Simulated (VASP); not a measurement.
# Al3B2Sb (P-6m2) in VASP: single point with PBE

Aim: the single point of Al3B2Sb with PBE.

All numbers are computed with VASP 6.6.1; they aren't measurements. Logs are shortened: lines on timing, memory, paths and dates and some standing lists are left out, and cuts for length are marked.

## Step 1: The cell of the first run

Symmetry: P-6m2, No. 187, hexagonal system. Conventional cell: a = 3.927 Å, b = 3.927 Å, c = 7.436 Å, α = 90.00°, β = 90.00°, γ = 120.00°. Al (site symmetry 3m) has 1 B at 2.13 Å and 3 Sb at 2.77 Å within 2.8 Å. Within 3.2 Å of Al (site symmetry -6m2) lie 6 B at 2.27 Å and 6 Al at 3.11 Å. Within 3.2 Å of B (site symmetry -6m2) lie 9 Al at 2.27 to 3.11 Å and 3 B at 2.27 Å. Within 2.8 Å of B (site symmetry -6m2) lie 5 Al at 2.13 to 2.27 Å and 3 B at 2.27 Å. Within 4.0 Å of Sb (site symmetry -6m2) lie 8 Al at 2.77 to 3.72 Å and 6 Sb at 3.93 Å.

The cell was built from a structure type or drawn by symmetry, and may not be a known phase.

## Step 2: Single point, PBE

Contents of INCAR:

```
SYSTEM = Al3B2Sb
PREC = Accurate
ENCUT = 500
EDIFF = 1E-6
ISMEAR = 0
SIGMA = 0.2
LREAL = .False.
LASPH = .True.
NELM = 120
ALGO = Normal
ISIF = 2
LWAVE = .False.
LCHARG = .False.
GGA = PE
NBANDS = 19
GGA_COMPAT = .False.
```

Contents of KPOINTS:

```
Automatic mesh
0
Gamma
  4 4 3
  0 0 0
```

Contents of POSCAR:

```
Al3B2Sb
1.0
    3.9265047030      0.0000000000      0.0000000000
   -1.9632523515      3.4004528209      0.0000000000
    0.0000000000      0.0000000000      7.4362686600
Al B Sb
3 2 1
Direct
    0.0000000000      0.0000000000      0.2141990513
    0.0000000000      0.0000000000      0.7858009487
    0.6666666667      0.3333333333      0.5000000000
    0.3333333333      0.6666666667      0.5000000000
    0.0000000000      0.0000000000      0.5000000000
    0.6666666667      0.3333333333      0.0000000000
```

Potentials or basis: VASP PAW PBE potentials, release 64 (Al, B, Sb).

Started as:

```console
> cat potpaw_PBE.64/Al/POTCAR potpaw_PBE.64/B/POTCAR potpaw_PBE.64/Sb/POTCAR > POTCAR
> mpirun -np 1 vasp_std > vasp.out
```

OUTCAR:

```text
SYSTEM = Al3B2Sb
   PREC = Accurate
   ENCUT = 500
   EDIFF = 1E-6
   ISMEAR = 0
   LREAL = .False.
   LASPH = .True.
   NELM = 120
   ISIF = 2
   GGA = PE

 ion  position               nearest neighbor table
   1  0.000  0.000  0.214-   5 2.13   6 2.77   6 2.77   6 2.77   3 3.11   3 3.11   3 3.11   2 3.19

   2  0.000  0.000  0.786-   5 2.13   6 2.77   6 2.77   6 2.77   3 3.11   3 3.11   3 3.11   1 3.19

   3  0.667  0.333  0.500-   4 2.27   5 2.27   4 2.27   5 2.27   5 2.27   4 2.27   1 3.11   2 3.11
                             2 3.11   1 3.11   2 3.11   1 3.11
   4  0.333  0.667  0.500-   3 2.27   3 2.27   3 2.27
   5  0.000  0.000  0.500-   1 2.13   2 2.13   3 2.27   3 2.27   3 2.27
   6  0.667  0.333  0.000-   1 2.77   2 2.77   1 2.77   2 2.77   1 2.77   2 2.77

  LATTYP: Found a hexagonal cell.
 ALAT       =     3.9265047030
 C/A-ratio  =     1.8938647022

  Lattice vectors:

 A1 = (   3.9265047030,   0.0000000000,   0.0000000000)
 A2 = (  -1.9632523515,   3.4004528209,   0.0000000000)
 A3 = (   0.0000000000,   0.0000000000,   7.4362686600)

Analysis of symmetry for initial positions (statically):
=====================================================================
 Subroutine PRICEL returns:
 Original cell was already a primitive cell.

 Routine SETGRP: Setting up the symmetry group for a
 hexagonal supercell.

 Subroutine GETGRP returns: Found 12 space group operations
 (whereof 12 operations were pure point group operations)
 out of a pool of 24 trial point group operations.

The static configuration has the point symmetry D_3h.

Analysis of symmetry for dynamics (positions and initial velocities):
=====================================================================
 Subroutine PRICEL returns:
 Original cell was already a primitive cell.

 Routine SETGRP: Setting up the symmetry group for a
 hexagonal supercell.

 Subroutine GETGRP returns: Found 12 space group operations
 (whereof 12 operations were pure point group operations)
 out of a pool of 24 trial point group operations.

The dynamic configuration has the point symmetry D_3h.

 Subroutine INISYM returns: Found 12 space group operations
 (whereof 12 operations are pure point group operations),
 and found     1 'primitive' translations

----------------------------------------------------------------------------------------

                                     Primitive cell

  volume of cell :      99.2883

  direct lattice vectors                    reciprocal lattice vectors
     3.926504703  0.000000000  0.000000000     0.254679435  0.147039240  0.000000000
    -1.963252351  3.400452821  0.000000000     0.000000000  0.294078481  0.000000000
     0.000000000  0.000000000  7.436268660     0.000000000  0.000000000  0.134476045

  length of vectors
     3.926504703  3.926504703  7.436268660     0.294078481  0.294078481  0.134476045

  position of ions in fractional coordinates (direct lattice)
     0.000000000  0.000000000  0.214199051
     0.000000000  0.000000000  0.785800949
     0.666666667  0.333333333  0.500000000
     0.333333333  0.666666667  0.500000000
     0.000000000  0.000000000  0.500000000
     0.666666667  0.333333333  0.000000000

  ion indices of the primitive-cell ions
   primitive index   ion index
                 1           1
                 2           2
                 3           3
                 4           4
                 5           5
                 6           6

----------------------------------------------------------------------------------------

 KPOINTS: Automatic mesh

Automatic generation of k-mesh.
 Grid dimensions read from file:
 generate k-points for:    4    4    3

 Generating k-lattice:

  Cartesian coordinates                     Fractional coordinates (reciprocal lattice)
     0.063669859  0.036759810  0.000000000     0.250000000  0.000000000  0.000000000
     0.000000000  0.073519620  0.000000000     0.000000000  0.250000000  0.000000000
     0.000000000  0.000000000  0.044825348     0.000000000  0.000000000  0.333333333

  Length of vectors
     0.073519620  0.073519620  0.044825348

  Shift w.r.t. Gamma in fractional coordinates (k-lattice)
     0.000000000  0.000000000  0.000000000

 Subroutine IBZKPT returns following result:
 ===========================================

 Found      8 irreducible k-points:

 Following reciprocal coordinates:
            Coordinates               Weight
  0.000000  0.000000  0.000000      1.000000
  0.250000  0.000000  0.000000      6.000000
  0.500000  0.000000  0.000000      3.000000
  0.250000  0.250000  0.000000      6.000000
  0.000000  0.000000  0.333333      2.000000
  0.250000  0.000000  0.333333     12.000000
  0.500000  0.000000  0.333333      6.000000
  0.250000  0.250000  0.333333     12.000000
   k-points           NKPTS =      8   k-points in BZ     NKDIM =      8   number of bands    NBANDS=     19
   number of dos      NEDOS =    301   number of ions     NIONS =      6
   total plane-waves  NPLWV =  48600
   dimension x,y,z NGX =    30 NGY =   30 NGZ =   54
   dimension x,y,z NGXF=    60 NGYF=   60 NGZF=  108
   ions per type =               3   2   1
   NGX,Y,Z   is equivalent  to a cutoff of  12.70, 12.70, 12.07 a.u.
   NGXF,Y,Z  is equivalent  to a cutoff of  25.40, 25.40, 24.14 a.u.
 SYSTEM =  Al3B2Sb
   PREC   = accura    normal or accurate (medium, high low for compatibility)
   ISTART =      0    job   : 0-new  1-cont  2-samecut
   ICHARG =      2    charge: 1-file 2-atom 10-const
   ISPIN  =      1    spin polarized calculation?
   LNONCOLLINEAR =      F non collinear calculations
   LSORBIT =      F    spin-orbit coupling
   LASPH  =      T    aspherical Exc in radial PAW
   ENCUT  =  500.0 eV  36.75 Ry    6.06 a.u.   7.16  7.16 13.56*2*pi/ulx,y,z
   NELM   =    120;   NELMIN=  2; NELMDL= -5     # of ELM steps
   EDIFF  = 0.1E-05   stopping-criterion for ELM
   LREAL  =      F    real-space projection
   EDIFFG = 0.1E-04   stopping-criterion for IOM
   NSW    =      0    number of steps for IOM
   IBRION =     -1    ionic relax: 0-MD 1-quasi-New 2-CG
   NFREE  =      0    steps in history (QN), initial steepest desc. (CG)
   ISIF   =      2    stress and relaxation
   ISYM   =      2    0-nonsym 1-usesym 2-fastsym
   POTIM  = 0.5000    time-step for ionic-motion
   TEBEG  =    0.0;   TEEND  =   0.0 temperature during run
   PSTRESS=    0.0 pullay stress
   NELECT =      20.0000    total number of electrons
   NUPDOWN=      -1.0000    fix difference up-down
   EMIN   =  10.00;   EMAX   =-10.00  energy-range for DOS
   EFERMI =   0.00;   METHOD = LEGACY
   ISMEAR =     0;   SIGMA  =   0.20  broadening in eV -4-tet -1-fermi 0-gaus
   EFERMI_NEDOS =   21; number of points for ismear=-14 and -15
   IALGO  =     38    algorithm
   IMIX   =      4    mixing-type and parameters
     AMIX     =   0.40;   BMIX     =  1.00
     AMIX_MAG =   1.60;   BMIX_MAG =  1.00
  volume/ion in A,a.u.               =      16.55       111.67
  Fermi-wavevector in a.u.,A,eV,Ry     =   0.959663  1.813501 12.530333  0.920953
  Thomas-Fermi vector in A             =   2.088879
   LORBIT       =      0    0 simple, 1 ext, 2 COOP (PROOUT), +10 PAW based schemes
   GGA     = PE    functional components
   LHFCALC =     F    Hartree Fock is set to
   AEXX    =    0.0000 exact exchange contribution
   IVDW    =     0    specifies the selected vdW correction
   LEPSILON=     F    determine dielectric tensor
   LRPA    =     F    only Hartree local field effects (RPA)
 non-spin polarized calculation
 Gauss-broadening in eV      SIGMA  =   0.20
  energy-cutoff  :      500.00
  volume of cell :       99.29
 maximum number of plane-waves:      2541
 NGX is ok and might be reduce to    30
   NGX = 15   NGY = 15   NGZ = 27

 number of electron      20.0000001 magnetization

 Free energy of the ion-electron system (eV)
  ---------------------------------------------------
  ext. energy  EPLUGINS =         0.00000000
  ---------------------------------------------------
  free energy    TOTEN  =       -24.96925432 eV

  energy without entropy =      -24.94133943  energy(sigma->0) =      -24.95529687

 E-fermi :   7.1123     XC(G=0): -10.0364

 val. band max:        7.0281695568   @ k =   0.0000   0.0000   0.3333
 cond. band min:       7.1341564373   @ k =   0.0000   0.0000   0.0000
 fundamental gap:      0.1059868805
 Fermi energy:         7.1122680254

 k-point     1 :       0.0000    0.0000    0.0000
  band No.  band energies     occupation
      1      -5.4558      2.00000
      2      -4.0400      2.00000
      3      -0.7802      2.00000
      4       4.1574      2.00000
      5       4.1574      2.00000
      6       4.1811      2.00000
[... 11 lines left out ...]
     18      11.1499      0.00000
     19      11.1499      0.00000

 k-point     2 :       0.2500    0.0000    0.0000
  band No.  band energies     occupation
      1      -4.7534      2.00000
      2      -3.3921      2.00000
      3      -0.0435      2.00000
      4       0.8914      2.00000
      5       2.8548      2.00000
      6       3.2786      2.00000
[... 11 lines left out ...]
     18      12.6496      0.00000
     19      13.4902      0.00000

 k-point     3 :       0.5000    0.0000    0.0000
  band No.  band energies     occupation
      1      -3.1003      2.00000
      2      -2.6126      2.00000
      3      -1.5466      2.00000
      4       0.7323      2.00000
      5       1.5525      2.00000
      6       2.1924      2.00000
[... 11 lines left out ...]
     18      12.8052      0.00000
     19      13.3363      0.00000

 k-point     4 :       0.2500    0.2500    0.0000
  band No.  band energies     occupation
      1      -3.4310      2.00000
      2      -2.4034      2.00000
      3      -0.7135      2.00000
      4       0.3139      2.00000
      5       1.3110      2.00000
      6       1.5027      2.00000
[... 11 lines left out ...]
     18      12.4994      0.00000
     19      12.9623      0.00000

 k-point     5 :       0.0000    0.0000    0.3333
  band No.  band energies     occupation
      1      -5.2678      2.00000
      2      -4.4564      2.00000
      3       0.1873      2.00000
      4       2.3646      2.00000
      5       4.1636      2.00000
      6       4.1636      2.00000
[... 11 lines left out ...]
     18      11.7789      0.00000
     19      11.7789      0.00000

 k-point     6 :       0.2500    0.0000    0.3333
  band No.  band energies     occupation
      1      -4.5752      2.00000
      2      -3.7748      2.00000
      3       0.7669      2.00000
      4       0.9835      2.00000
      5       2.7387      2.00000
      6       2.8746      2.00000
[... 11 lines left out ...]
     18      12.4323      0.00000
     19      12.5618      0.00000

 k-point     7 :       0.5000    0.0000    0.3333
  band No.  band energies     occupation
      1      -2.9545      2.00000
      2      -2.6401      2.00000
      3      -1.7906      2.00000
      4       0.2598      2.00000
      5       2.2147      2.00000
      6       2.5925      2.00000
[... 11 lines left out ...]
     18      12.2605      0.00000
     19      12.6564      0.00000

 k-point     8 :       0.2500    0.2500    0.3333
  band No.  band energies     occupation
      1      -3.2709      2.00000
      2      -2.6575      2.00000
      3      -0.6884      2.00000
      4       0.2551      2.00000
      5       0.9044      2.00000
      6       2.4882      2.00000
[... 11 lines left out ...]
     18      12.8392      0.00000
     19      13.3349      0.00000

------------------------ aborting loop because EDIFF is reached ----------------------------------------

  FORCE on cell =-STRESS in cart. coord.  units (eV):
  Direction    XX          YY          ZZ          XY          YZ          ZX
  --------------------------------------------------------------------------------------
  -------------------------------------------------------------------------------------
  Total        0.0704469      0.0704469      0.2961311      0.0000000      0.0000000     -0.0000000
  in kB        1.1367750      1.1367750      4.7785556      0.0000000      0.0000000     -0.0000000
  external PRESSURE =       2.3507018 kB  Pullay stress =       0.0000000 kB

 VOLUME and BASIS-vectors are now :
 -----------------------------------------------------------------------------
  energy-cutoff  :      500.00
  volume of cell :       99.29
      direct lattice vectors                 reciprocal lattice vectors
     3.926504703  0.000000000  0.000000000     0.254679435  0.147039240  0.000000000
    -1.963252351  3.400452821  0.000000000     0.000000000  0.294078481  0.000000000
     0.000000000  0.000000000  7.436268660     0.000000000  0.000000000  0.134476045

 POSITION                                       TOTAL-FORCE (eV/Angst)
 -----------------------------------------------------------------------------------
      0.00000      0.00000      1.59284        -0.000000      0.000000      0.081820
      0.00000      0.00000      5.84343        -0.000000      0.000000     -0.081820
      1.96325      1.13348      3.71813        -0.000000     -0.000000      0.000000
     -0.00000      2.26697      3.71813         0.000000     -0.000000      0.000000
      0.00000      0.00000      3.71813        -0.000000     -0.000000      0.000000
      1.96325      1.13348      0.00000        -0.000000     -0.000000      0.000000
 -----------------------------------------------------------------------------------
    total drift:                               -0.000000      0.000000     -0.000000

  FREE ENERGIE OF THE ION-ELECTRON SYSTEM (eV)
  ---------------------------------------------------
  free  energy   TOTEN  =       -24.9692543175 eV

  energy  without entropy=      -24.9413394265  energy(sigma->0) =      -24.95529687
```

Wall time 23 s (1 thread of Intel Xeon Platinum 8488C (Sapphire Rapids), shared host); peak memory 0.21 GiB.

Results:

```
Free energy            : -24.9693 eV
Pressure               : 0.2 GPa
Largest force          : 0.082 eV/Å
Band gap on the k mesh : zero (bands 10 and 11 overlap by 0.86 eV)
```

Forces on the atoms (eV/Å):
```
Al   0.000  0.000  0.082
Al   0.000  0.000 -0.082
Al   0.000  0.000  0.000
B    0.000  0.000  0.000
B    0.000  0.000  0.000
Sb   0.000  0.000  0.000
```

Stress tensor (GPa, compression positive):
```
0.11 0.00 0.00
0.00 0.11 0.00
0.00 0.00 0.48
```

Levels at points of the mesh, in eV from the Fermi level:
| k point | band 7 | band 8 | band 9 | band 10 | band 11 | band 12 | band 13 | band 14 |
| --- | --- | --- | --- | --- | --- | --- | --- | --- |
| (0.00, 0.00, 0.00) | -1.38 | -1.00 | -1.00 | 0.02 | 0.19 | 0.19 | 1.85 | 2.23 |
| (0.50, 0.00, 0.00) | -4.18 | -2.46 | -1.76 | -0.59 | 0.92 | 1.16 | 1.91 | 2.30 |

Caveat: the k points lie up to 0.46 Å⁻¹ apart, too coarse for converged energies and pressures of a metal; spin-orbit coupling is left out, which moves the levels of the heavy elements.
